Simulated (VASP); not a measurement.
# Ti in VASP: further runs, part 2 of 2

VASP 6.6.1. Earlier steps stand in the parts before.

### 4 Single point, PBE

INCAR reads:

```
ALGO     = Normal         # electronic algorithm
DIPOL    = 0.5 0.5 0.500
EDIFF    = 1E-7           # SCF threshold, eV
ENCUT    = 520            # plane-wave cutoff, eV
GGA      = PE             # functional
IDIPOL   = 3            
ISIF     = 2              # what is computed and relaxed
ISMEAR   = -1             # smearing method
LASPH    = T              # aspherical terms in the spheres
LCHARG   = F              # write CHGCAR
LDIPOL   = T            
LREAL    = F              # projectors in reciprocal space
LWAVE    = F              # write WAVECAR
NBANDS   = 38             # bands
NELM     = 100            # most SCF steps
PREC     = Accurate       # precision mode
SIGMA    = 0.05           # smearing width, eV
```

KPOINTS reads:

```
k-points
0
Gamma
  13 13 1
```

POSCAR reads:

```
Ti
1.0
    2.9399472392      0.0000000000      0.0000000000
   -1.4699736196      2.5460689949      0.0000000000
    0.0000000000      0.0000000000     25.2957000000
Ti
5
Direct
    0.0000000000      0.0000000000      0.3207771801
    0.3333333333      0.6666666667      0.4060098414
    0.0000000000      0.0000000000      0.5000000527
    0.3333333333      0.6666666667      0.5939901244
    0.0000000000      0.0000000000      0.6792228010
```

Potentials or basis: VASP PAW PBE potentials, release 64 (Ti_sv).

Started as:

```bash
> cat potpaw_PBE.64/Ti_sv/POTCAR > POTCAR
> mpirun -np 1 vasp_std > vasp.out
```

OUTCAR:

```text
EDIFF = 1E-7
   ENCUT = 520
   GGA = PE
   ISIF = 2
   ISMEAR = -1
   LASPH = T
   LREAL = F
   NELM = 100
   PREC = Accurate

 ion  position               nearest neighbor table
   1  0.000  0.000  0.321-   2 2.74   2 2.74   2 2.74
   2  0.333  0.667  0.406-   1 2.74   1 2.74   1 2.74
   3  0.000  0.000  0.500-
   4  0.333  0.667  0.594-   5 2.74   5 2.74   5 2.74
   5  0.000  0.000  0.679-   4 2.74   4 2.74   4 2.74

  LATTYP: Found a hexagonal cell.
 ALAT       =     2.9399472392
 C/A-ratio  =     8.6041340003

  Lattice vectors:

 A1 = (   2.9399472392,   0.0000000000,   0.0000000000)
 A2 = (  -1.4699736196,   2.5460689949,   0.0000000000)
 A3 = (   0.0000000000,   0.0000000000,  25.2957000000)

Analysis of symmetry for initial positions (statically):
=====================================================================
 Subroutine PRICEL returns:
 Original cell was already a primitive cell.

 Routine SETGRP: Setting up the symmetry group for a
 hexagonal supercell.

[... 176 lines left out ...]
 fundamental gap:      0.0350763987
 Fermi energy:         1.5349426077

 k-point     1 :       0.0000    0.0000    0.0000
  band No.  band energies     occupation
      1     -55.3582      2.00000
      2     -55.3571      2.00000
      3     -55.2435      2.00000
      4     -55.1453      2.00000
      5     -55.1298      2.00000
      6     -31.8826      2.00000
[... 850 lines left out ...]
     37       3.0027      0.00000
     38       3.2797      0.00000

------------------------ aborting loop because EDIFF is reached ----------------------------------------

 vacuum level on the upper side and lower side of the slab       (xc-potential included)        -0.145        -0.145

  FORCE on cell =-STRESS in cart. coord.  units (eV):
  Direction    XX          YY          ZZ          XY          YZ          ZX
  --------------------------------------------------------------------------------------
  -------------------------------------------------------------------------------------
  Total       -0.7489983     -0.7489983     -0.1536678      0.0000000     -0.0000000     -0.0000000
  in kB       -6.3377487     -6.3377487     -1.3002802      0.0000000     -0.0000000     -0.0000000
  external PRESSURE =      -4.6585925 kB  Pullay stress =       0.0000000 kB

 VOLUME and BASIS-vectors are now :
 -----------------------------------------------------------------------------
  energy-cutoff  :      520.00
  volume of cell :      189.35
      direct lattice vectors                 reciprocal lattice vectors
     2.939947239  0.000000000  0.000000000     0.340142159  0.196381167  0.000000000
    -1.469973620  2.546068995  0.000000000     0.000000000  0.392762334  0.000000000
     0.000000000  0.000000000 25.295700000     0.000000000  0.000000000  0.039532411

 POSITION                                       TOTAL-FORCE (eV/Angst)
 -----------------------------------------------------------------------------------
      0.00000      0.00000      8.11428        -0.000000      0.000000      0.015627
     -0.00000      1.69738     10.27030         0.000000     -0.000000     -0.003335
      0.00000      0.00000     12.64785         0.000000      0.000000      0.000000
     -0.00000      1.69738     15.02540         0.000000     -0.000000      0.003335
      0.00000      0.00000     17.18142        -0.000000     -0.000000     -0.015627
 -----------------------------------------------------------------------------------
    total drift:                                0.000001     -0.000000      0.000070

  FREE ENERGIE OF THE ION-ELECTRON SYSTEM (eV)
  ---------------------------------------------------
  free  energy   TOTEN  =       -37.3869594793 eV

  energy  without entropy=      -37.3270832875  energy(sigma->0) =      -37.35702138

 vacuum level on the upper side and lower side of the slab         5.853         5.853
```

OSZICAR:

```text
N       E                     dE             d eps       ncg     rms          rms(c)
DAV:   1     0.763087814462E+03    0.76309E+03   -0.33226E+04  1780   0.168E+03
DAV:   2     0.617402360960E+02   -0.70135E+03   -0.68884E+03  1674   0.530E+02
DAV:   3    -0.250108033976E+02   -0.86751E+02   -0.84535E+02  2704   0.163E+02
DAV:   4    -0.423166625728E+02   -0.17306E+02   -0.17131E+02  2448   0.580E+01
[... 23 lines left out ...]
DAV:  28    -0.373869548825E+02   -0.10854E-04   -0.49690E-07  1390   0.443E-03    0.229E-03
DAV:  29    -0.373869581670E+02   -0.32845E-05   -0.32535E-07  1500   0.506E-03    0.698E-04
DAV:  30    -0.373869590093E+02   -0.84224E-06   -0.57247E-08   998   0.161E-03    0.373E-04
DAV:  31    -0.373869594001E+02   -0.39086E-06   -0.30079E-08   974   0.125E-03    0.345E-04
DAV:  32    -0.373869594793E+02   -0.79140E-07   -0.77701E-09   942   0.680E-04
   1 F= -.37386959E+02 E0= -.37357021E+02  d E =-.598762E-01
```

Run time: 3 min. Hardware: 1 thread of Intel Xeon 6975P-C (Granite Rapids), shared host; peak memory 0.37 GiB.

Results:

- Free energy: -37.3870 eV
- Largest force: 0.016 eV/Å
- Band gap on the k mesh: zero (bands 30 and 31 overlap by 1.01 eV)

Forces on the atoms (eV/Å):
```
Ti   0.000  0.000  0.016
Ti   0.000  0.000 -0.003
Ti   0.000  0.000  0.000
Ti   0.000  0.000  0.003
Ti   0.000  0.000 -0.016
```

### 5 Single point, PBE

This run uses another cell than the first one.

INCAR reads:

```
ALGO = Normal
DIPOL = 0.5 0.5 0.500
EDIFF = 1E-6
ENCUT = 520
GGA = PE
IDIPOL = 3
ISIF = 2
ISMEAR = -1
LASPH = T
LCHARG = F
LDIPOL = T
LREAL = F
LWAVE = F
NBANDS = 38
NELM = 80
PREC = Accurate
SIGMA = 0.05
```

KPOINTS is that of step 4.

POSCAR reads:

```
Ti
1.0
    2.9399472392      0.0000000000      0.0000000000
   -1.4699736196      2.5460689949      0.0000000000
    0.0000000000      0.0000000000     31.0671000000
Ti
5
Direct
    0.0000000000      0.0000000000      0.3540717850
    0.3333333333      0.6666666667      0.4234705970
    0.0000000000      0.0000000000      0.5000000506
    0.3333333333      0.6666666667      0.5765293906
    0.0000000000      0.0000000000      0.6459282150
```

Started as:

```bash
> cat potpaw_PBE.64/Ti_sv/POTCAR > POTCAR
> mpirun -np 1 vasp_std > vasp.out
```

It took 3.6 min on 1 thread of Intel Xeon 6975P-C (Granite Rapids), shared host; peak memory 0.41 GiB.

Results (log left out):

```
Free energy            : -37.3879 eV
Largest force          : 0.015 eV/Å
Band gap on the k mesh : zero (bands 30 and 31 overlap by 1.01 eV)
```

Forces on the atoms (eV/Å):
```
Ti   0.000  0.000  0.015
Ti   0.000  0.000 -0.004
Ti   0.000  0.000  0.000
Ti   0.000  0.000  0.004
Ti   0.000  0.000 -0.015
```

Levels at points of the mesh, in eV from the Fermi level:
```
           k point  band 27  band 28  band 29  band 30  band 31  band 32  band 33  band 34
(0.00, 0.00, 0.00)    -0.10     0.43     0.43     0.62     0.62     0.66     0.66     0.71
```

### 6 Single point, PBE

This run uses another cell than the first one.

INCAR reads:

```
SYSTEM = Ti
PREC = Accurate
ENCUT = 520
EDIFF = 1E-6
ISMEAR = -1
SIGMA = 0.05
LREAL = .False.
LASPH = .True.
NELM = 80
ALGO = Normal
ISIF = 2
LWAVE = .False.
LCHARG = .False.
LDIPOL = .True.
IDIPOL = 3
DIPOL = 0.5 0.5 0.500
GGA = PE
NBANDS = 38
```

KPOINTS reads:

```
Automatic mesh
0
Gamma
  13 13 1
  0 0 0
```

POSCAR is that of step 5.

Potentials or basis: VASP PAW PBE potentials, release 64 (Ti_sv).

Started as:

```bash
> cat potpaw_PBE.64/Ti_sv/POTCAR > POTCAR
> mpirun -np 1 vasp_std > vasp.out
```

Wall time 3.7 min (1 thread of Intel Xeon 6975P-C (Granite Rapids), shared host); peak memory 0.41 GiB.

It converged, with:

* Free energy: -37.3879 eV
* Largest force: 0.015 eV/Å
* Band gap on the k mesh: zero (bands 30 and 31 overlap by 1.01 eV)

Forces in eV/Å, atoms in the order of the input:
```
Ti   0.000  0.000  0.015
Ti   0.000  0.000 -0.004
Ti   0.000  0.000  0.000
Ti   0.000  0.000  0.004
Ti   0.000  0.000 -0.015
```

Levels at points of the mesh, in eV from the Fermi level:
```
           k point  band 26  band 27  band 28  band 29  band 30  band 31  band 32  band 33  band 34  band 35
(0.00, 0.00, 0.00)    -0.25    -0.10     0.43     0.43     0.62     0.62     0.66     0.66     0.71     0.71
```

### 7 The runs side by side

```csv
cell,gap on the mesh (eV),largest force (eV/Å)
"a = 2.940, b = 2.940, c = 25.296 Å, angles 90.0, 90.0, 120.0°, 5 atoms, atomic positions A",none,0.65
"a = 2.940, b = 2.940, c = 25.296 Å, angles 90.0, 90.0, 120.0°, 5 atoms, atomic positions B",none,0.02
"a = 2.940, b = 2.940, c = 31.067 Å, angles 90.0, 90.0, 120.0°, 5 atoms, atomic positions B",none,0.02
```

Alike in all rows: task single point; level PBE; potentials or basis VASP PAW PBE potentials, release 64 (Ti_sv); no spin polarisation; k mesh 13 × 13 × 1; cutoff (eV) 520; smearing fermi-dirac 0.05 eV.

Absolute energies hang on the potentials; compare differences alone.
